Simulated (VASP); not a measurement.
# Hf (I4/mmm) in VASP: a series of runs

Hf is run at these levels: LDA; tasks: single point.

Everything below comes from runs of VASP 6.6.1. Logs are shortened: lines on timing, memory, paths and dates and some standing lists are left out, and cuts for length are marked.

## (1) The cell of the first run

The structure is tetragonal, space group I4/mmm (No. 139). The conventional cell has a = 3.391 Å, b = 3.391 Å, c = 4.085 Å, α = 90.00°, β = 90.00°, γ = 90.00°. Within 4.1 Å of Hf (site symmetry 4/mmm) lie 14 Hf at 3.15 to 4.08 Å.

## (2) Single point, LDA (strain +0.080 along x and y, -0.080 along z)

Input file INCAR:

```
PREC = Accurate
ENCUT = 520
EDIFF = 1E-7
ISMEAR = 0
SIGMA = 0.15
LREAL = F
LASPH = T
NELM = 60
ALGO = Fast
ISIF = 2
LWAVE = F
LCHARG = T
LELF = T
LVHAR = T
NBANDS = 11
```

Input file KPOINTS:

```
regular mesh
0
Gamma
  18 18 18
```

Input file POSCAR:

```
Hf
1.0
    0.0000000000      2.3976000000      2.0424000000
    2.3976000000      0.0000000000      2.0424000000
    2.3976000000      2.3976000000      0.0000000000
Hf
1
Direct
    0.0000000000      0.0000000000      0.0000000000
```

Potentials or basis: VASP PAW LDA potentials, release 64 (Hf_pv).

On the command line:

```console
> cat potpaw_LDA.64/Hf_pv/POTCAR > POTCAR
> mpirun -np 1 vasp_std > vasp.out
```

OUTCAR:

```text
PREC = Accurate
   ENCUT = 520
   EDIFF = 1E-7
   ISMEAR = 0
   LREAL = F
   LASPH = T
   NELM = 60
   ISIF = 2

 ion  position               nearest neighbor table
   1  0.000  0.000  0.000-

  LATTYP: Found a body centered tetragonal cell.
 ALAT       =     3.3907184371
 C/A-ratio  =     1.2047004420

  Lattice vectors:

 A1 = (   0.0000000000,  -2.3976000000,  -2.0424000000)
 A2 = (   0.0000000000,   2.3976000000,  -2.0424000000)
 A3 = (   2.3976000000,   0.0000000000,   2.0424000000)

Analysis of symmetry for initial positions (statically):
=====================================================================
 Subroutine PRICEL returns:
 Original cell was already a primitive cell.

 Routine SETGRP: Setting up the symmetry group for a
 body centered tetragonal supercell.

 Subroutine GETGRP returns: Found 16 space group operations
 (whereof 16 operations were pure point group operations)
 out of a pool of 16 trial point group operations.

The static configuration has the point symmetry D_4h.

Analysis of symmetry for dynamics (positions and initial velocities):
=====================================================================
 Subroutine PRICEL returns:
 Original cell was already a primitive cell.

 Routine SETGRP: Setting up the symmetry group for a
 body centered tetragonal supercell.

 Subroutine GETGRP returns: Found 16 space group operations
 (whereof 16 operations were pure point group operations)
 out of a pool of 16 trial point group operations.

The dynamic configuration has the point symmetry D_4h.

 Subroutine INISYM returns: Found 16 space group operations
 (whereof 16 operations are pure point group operations),
 and found     1 'primitive' translations

----------------------------------------------------------------------------------------

                                     Primitive cell

  volume of cell :      23.4814

  direct lattice vectors                    reciprocal lattice vectors
     0.000000000  2.397600000  2.042400000    -0.208541875  0.208541875  0.244810027
     2.397600000  0.000000000  2.042400000     0.208541875 -0.208541875  0.244810027
     2.397600000  2.397600000  0.000000000     0.208541875  0.208541875 -0.244810027

  length of vectors
     3.149584658  3.149584658  3.390718437     0.383290199  0.383290199  0.383290199

  position of ions in fractional coordinates (direct lattice)
     0.000000000  0.000000000  0.000000000

  ion indices of the primitive-cell ions
   primitive index   ion index
                 1           1

----------------------------------------------------------------------------------------

 KPOINTS: regular mesh

Automatic generation of k-mesh.
 Grid dimensions read from file:
 generate k-points for:   18   18   18

 Generating k-lattice:

  Cartesian coordinates                     Fractional coordinates (reciprocal lattice)
    -0.011585660  0.011585660  0.013600557     0.055555556  0.000000000  0.000000000
     0.011585660 -0.011585660  0.013600557     0.000000000  0.055555556  0.000000000
     0.011585660  0.011585660 -0.013600557    -0.000000000 -0.000000000  0.055555556

  Length of vectors
     0.021293900  0.021293900  0.021293900

  Shift w.r.t. Gamma in fractional coordinates (k-lattice)
     0.000000000  0.000000000  0.000000000

 Subroutine IBZKPT returns following result:
 ===========================================

 Found    480 irreducible k-points:

 Following reciprocal coordinates:
            Coordinates               Weight
  0.000000  0.000000  0.000000      1.000000
  0.055556  0.000000  0.000000      8.000000
  0.111111  0.000000  0.000000      8.000000
  0.166667  0.000000  0.000000      8.000000
  0.222222  0.000000  0.000000      8.000000
  0.277778  0.000000  0.000000      8.000000
[... 16 lines left out ...]
 -0.277778  0.055556  0.000000      8.000000
 -0.222222  0.055556  0.000000      8.000000
 [... further k-points ...]
   k-points           NKPTS =    480   k-points in BZ     NKDIM =    480   number of bands    NBANDS=     11
   number of dos      NEDOS =    301   number of ions     NIONS =      1
   total plane-waves  NPLWV =  16128
   dimension x,y,z NGX =    24 NGY =   24 NGZ =   28
   dimension x,y,z NGXF=    48 NGYF=   48 NGZF=   56
   ions per type =               1
   NGX,Y,Z   is equivalent  to a cutoff of  12.67, 12.67, 13.73 a.u.
   NGXF,Y,Z  is equivalent  to a cutoff of  25.34, 25.34, 27.46 a.u.
 SYSTEM =  unknown system
   PREC   = accura    normal or accurate (medium, high low for compatibility)
   ISTART =      0    job   : 0-new  1-cont  2-samecut
   ICHARG =      2    charge: 1-file 2-atom 10-const
   ISPIN  =      1    spin polarized calculation?
   LNONCOLLINEAR =      F non collinear calculations
   LSORBIT =      F    spin-orbit coupling
   LASPH  =      T    aspherical Exc in radial PAW
   ENCUT  =  520.0 eV  38.22 Ry    6.18 a.u.   5.86  5.86  6.30*2*pi/ulx,y,z
   NELM   =     60;   NELMIN=  2; NELMDL= -5     # of ELM steps
   EDIFF  = 0.1E-06   stopping-criterion for ELM
   LREAL  =      F    real-space projection
   EDIFFG = 0.1E-05   stopping-criterion for IOM
   NSW    =      0    number of steps for IOM
   IBRION =     -1    ionic relax: 0-MD 1-quasi-New 2-CG
   NFREE  =      0    steps in history (QN), initial steepest desc. (CG)
   ISIF   =      2    stress and relaxation
   ISYM   =      2    0-nonsym 1-usesym 2-fastsym
   POTIM  = 0.5000    time-step for ionic-motion
   TEBEG  =    0.0;   TEEND  =   0.0 temperature during run
   PSTRESS=    0.0 pullay stress
   NELECT =      10.0000    total number of electrons
   NUPDOWN=      -1.0000    fix difference up-down
   EMIN   =  10.00;   EMAX   =-10.00  energy-range for DOS
   EFERMI =   0.00;   METHOD = LEGACY
   ISMEAR =     0;   SIGMA  =   0.15  broadening in eV -4-tet -1-fermi 0-gaus
   EFERMI_NEDOS =   21; number of points for ismear=-14 and -15
   IALGO  =     68    algorithm
   IMIX   =      4    mixing-type and parameters
     AMIX     =   0.40;   BMIX     =  1.00
     AMIX_MAG =   1.60;   BMIX_MAG =  1.00
  volume/ion in A,a.u.               =      23.48       158.46
  Fermi-wavevector in a.u.,A,eV,Ry     =   1.231686  2.327549 20.640731  1.517051
  Thomas-Fermi vector in A             =   2.366486
   LORBIT       =      0    0 simple, 1 ext, 2 COOP (PROOUT), +10 PAW based schemes
   GGA     = CA    functional components
   LHFCALC =     F    Hartree Fock is set to
   AEXX    =    0.0000 exact exchange contribution
   IVDW    =     0    specifies the selected vdW correction
   LEPSILON=     F    determine dielectric tensor
   LRPA    =     F    only Hartree local field effects (RPA)
 non-spin polarized calculation
 RMM-DIIS sequential band-by-band and
 Gauss-broadening in eV      SIGMA  =   0.15
  energy-cutoff  :      520.00
  volume of cell :       23.48
 maximum number of plane-waves:       645
   NGX = 11   NGY = 11   NGZ = 13

 number of electron      10.0000000 magnetization

 Free energy of the ion-electron system (eV)
  ---------------------------------------------------
  ext. energy  EPLUGINS =         0.00000000
  ---------------------------------------------------
  free energy    TOTEN  =       -10.48301961 eV

  energy without entropy =      -10.46069988  energy(sigma->0) =      -10.47185974

 E-fermi :   4.2287     XC(G=0): -11.2543

 val. band max:        4.2285971976   @ k =  -0.4444   0.2222   0.1667
 cond. band min:       4.2287216731   @ k =  -0.4444   0.0556   0.1111
 fundamental gap:      0.0001244755
 Fermi energy:         4.2286971721

 k-point     1 :       0.0000    0.0000    0.0000
  band No.  band energies     occupation
      1     -25.7623      2.00000
      2     -25.7623      2.00000
      3     -25.7572      2.00000
      4      -2.6984      2.00000
      5       5.2383      0.00000
      6       5.2383      0.00000
      7       6.7762      0.00000
      8       6.8875      0.00000
      9       8.8561      0.00000
     10      15.9044      0.00000
     11      18.3005      0.00000

 k-point     2 :       0.0556    0.0000    0.0000
  band No.  band energies     occupation
      1     -25.7832      2.00000
      2     -25.7676      2.00000
      3     -25.7599      2.00000
      4      -2.5943      2.00000
      5       5.2122      0.00000
      6       5.2784      0.00000
      7       6.7363      0.00000
      8       6.8725      0.00000
      9       8.7874      0.00000
     10      16.1308      0.00000
     11      18.4028      0.00000

 k-point     3 :       0.1111    0.0000    0.0000
  band No.  band energies     occupation
      1     -25.8482      2.00000
      2     -25.7827      2.00000
      3     -25.7619      2.00000
      4      -2.2901      2.00000
      5       5.1028      0.00000
      6       5.3551      0.00000
      7       6.6774      0.00000
      8       6.8849      0.00000
      9       8.6212      0.00000
     10      16.7094      0.00000
     11      18.1671      0.00000

 k-point     4 :       0.1667    0.0000    0.0000
  band No.  band energies     occupation
      1     -25.9467      2.00000
      2     -25.8058      2.00000
      3     -25.7648      2.00000
      4      -1.8113      2.00000
      5       4.8754      0.00000
      6       5.3546      0.00000
      7       6.6948      0.00000
      8       7.0714      0.00000
      9       8.4470      0.00000
     10      17.0232      0.00000
     11      17.6764      0.00000
[... 239 lines left out ...]
 k-point    22 :      -0.3333    0.0556    0.0000
  band No.  band energies     occupation
      1     -26.3136      2.00000
      2     -25.8950      2.00000
      3     -25.8030      2.00000
      4       0.2544      2.00000
      5       4.2867      0.58434
      6       4.8393      0.00000
      7       6.4602      0.00000
      8       8.8440      0.00000
      9       9.2449      0.00000
     10      14.8761      0.00000
     11      16.4310      0.00000

 k-point    23 :      -0.2778    0.0556    0.0000
  band No.  band energies     occupation
      1     -26.2039      2.00000
      2     -25.8666      2.00000
      3     -25.8013      2.00000
      4      -0.3314      2.00000
      5       4.3284      0.34702
      6       5.0609      0.00000
      7       6.5025      0.00000
      8       8.0122      0.00000
      9       8.9518      0.00000
     10      15.8422      0.00000
     11      17.4613      0.00000

 k-point    24 :      -0.2222    0.0556    0.0000
  band No.  band energies     occupation
      1     -26.0829      2.00000
      2     -25.8366      2.00000
      3     -25.7979      2.00000
      4      -0.9902      2.00000
      5       4.5142      0.00710
      6       5.3003      0.00000
      7       6.5928      0.00000
      8       7.3040      0.00000
      9       8.6940      0.00000
     10      16.2092      0.00000
     11      16.7442      0.00000

 [... further k-points ...]

------------------------ aborting loop because EDIFF is reached ----------------------------------------

  FORCE on cell =-STRESS in cart. coord.  units (eV):
  Direction    XX          YY          ZZ          XY          YZ          ZX
  --------------------------------------------------------------------------------------
  -------------------------------------------------------------------------------------
  Total       -1.9711040     -1.9711040     -1.2459669      0.0000000     -0.0000000      0.0000000
  in kB     -134.4918156   -134.4918156    -85.0144638      0.0000000     -0.0000000      0.0000000
  external PRESSURE =    -117.9993650 kB  Pullay stress =       0.0000000 kB

 VOLUME and BASIS-vectors are now :
 -----------------------------------------------------------------------------
  energy-cutoff  :      520.00
  volume of cell :       23.48
      direct lattice vectors                 reciprocal lattice vectors
     0.000000000  2.397600000  2.042400000    -0.208541875  0.208541875  0.244810027
     2.397600000  0.000000000  2.042400000     0.208541875 -0.208541875  0.244810027
     2.397600000  2.397600000  0.000000000     0.208541875  0.208541875 -0.244810027

 POSITION                                       TOTAL-FORCE (eV/Angst)
 -----------------------------------------------------------------------------------
      0.00000      0.00000      0.00000        -0.000000      0.000000      0.000000
 -----------------------------------------------------------------------------------
    total drift:                               -0.000000     -0.000000      0.000000

  FREE ENERGIE OF THE ION-ELECTRON SYSTEM (eV)
  ---------------------------------------------------
  free  energy   TOTEN  =       -10.4830196084 eV

  energy  without entropy=      -10.4606998797  energy(sigma->0) =      -10.47185974
```

Run time: 85 s. Hardware: 1 thread of Intel Xeon Platinum 8259CL at 2.50GHz (Skylake/Cascade Lake), shared host; peak memory 0.23 GiB.

Results:

* Free energy: -10.4830 eV
* Pressure: -11.8 GPa
* Band gap on the k mesh: zero (band 5 reaches 5.47 eV, above the bottom of band 6 at 3.53 eV)

Levels at points of the mesh, in eV from the Fermi level:
| k point | band 2 | band 3 | band 4 | band 5 | band 6 | band 7 | band 8 | band 9 |
| --- | --- | --- | --- | --- | --- | --- | --- | --- |
| (0.00, 0.00, 0.00) | -29.99 | -29.99 | -6.93 | 1.01 | 1.01 | 2.55 | 2.66 | 4.63 |
| (0.50, 0.00, 0.00) | -30.16 | -30.01 | -3.42 | 0.23 | 0.69 | 2.26 | 5.22 | 6.52 |
| (0.50, 0.50, 0.00) | -30.37 | -30.37 | -2.76 | -2.20 | 4.27 | 5.91 | 6.44 | 6.44 |
| (0.50, 0.00, 0.50) | -30.27 | -30.09 | -3.16 | -1.60 | 1.70 | 5.29 | 5.60 | 7.07 |

Caveat: the cell differs from its parent crystal (strain +0.080 along x and y, -0.080 along z); spin-orbit coupling is left out, which moves the levels of the heavy elements.

## (3) Single point, LDA (strain +0.080 along x and y, +0.000 along z)

Input file INCAR:

```
PREC     = Accurate       # precision mode
ENCUT    = 520            # plane-wave cutoff, eV
EDIFF    = 1E-7           # SCF threshold, eV
ISMEAR   = 0              # smearing method
SIGMA    = 0.15           # smearing width, eV
LREAL    = F              # projectors in reciprocal space
LASPH    = T              # aspherical terms in the spheres
NELM     = 60             # most SCF steps
ALGO     = Fast           # electronic algorithm
ISIF     = 2              # what is computed and relaxed
LWAVE    = F              # write WAVECAR
LCHARG   = F              # write CHGCAR
GGA      = CA             # functional
NBANDS   = 11             # bands
```

Input file KPOINTS:

```
Automatic mesh
0
Gamma
  18 18 18
```

Input file POSCAR:

```
Hf
1.0
    0.0000000000      2.3976000000      2.2200000000
    2.3976000000      0.0000000000      2.2200000000
    2.3976000000      2.3976000000      0.0000000000
Hf
1
Direct
    0.0000000000      0.0000000000      0.0000000000
```

Potentials or basis: VASP PAW LDA potentials, release 64 (Hf_pv).

On the command line:

```console
> cat potpaw_LDA.64/Hf_pv/POTCAR > POTCAR
> mpirun -np 1 vasp_std > vasp.out
```

Run time: 94 s. Hardware: 1 thread of Intel Xeon Platinum 8259CL at 2.50GHz (Skylake/Cascade Lake), shared host; peak memory 0.24 GiB.

It converged, with:

```
Free energy            : -10.3341 eV
Pressure               : -16.8 GPa
Band gap on the k mesh : zero (band 5 reaches 4.85 eV, above the bottom of band 6 at 3.11 eV)
```

Stress tensor (GPa, compression positive):
```
-17.84   0.00   0.00
  0.00 -17.84   0.00
  0.00   0.00 -14.72
```

Levels at points of the mesh, in eV from the Fermi level:
| k point | band 2 | band 3 | band 4 | band 5 | band 6 | band 7 | band 8 | band 9 |
| --- | --- | --- | --- | --- | --- | --- | --- | --- |
| (0.00, 0.00, 0.00) | -30.34 | -30.34 | -6.69 | 1.04 | 1.04 | 1.77 | 3.00 | 3.99 |
| (0.50, 0.00, 0.00) | -30.44 | -30.38 | -3.27 | 0.39 | 0.65 | 1.52 | 5.04 | 5.57 |
| (0.50, 0.50, 0.00) | -30.58 | -30.58 | -2.61 | -1.83 | 2.82 | 5.28 | 5.84 | 5.84 |
| (0.50, 0.00, 0.50) | -30.54 | -30.47 | -2.84 | -1.64 | 1.70 | 5.18 | 5.44 | 6.16 |

Caveat: the cell differs from its parent crystal (strain +0.080 along x and y, +0.000 along z); spin-orbit coupling is left out, which moves the levels of the heavy elements.
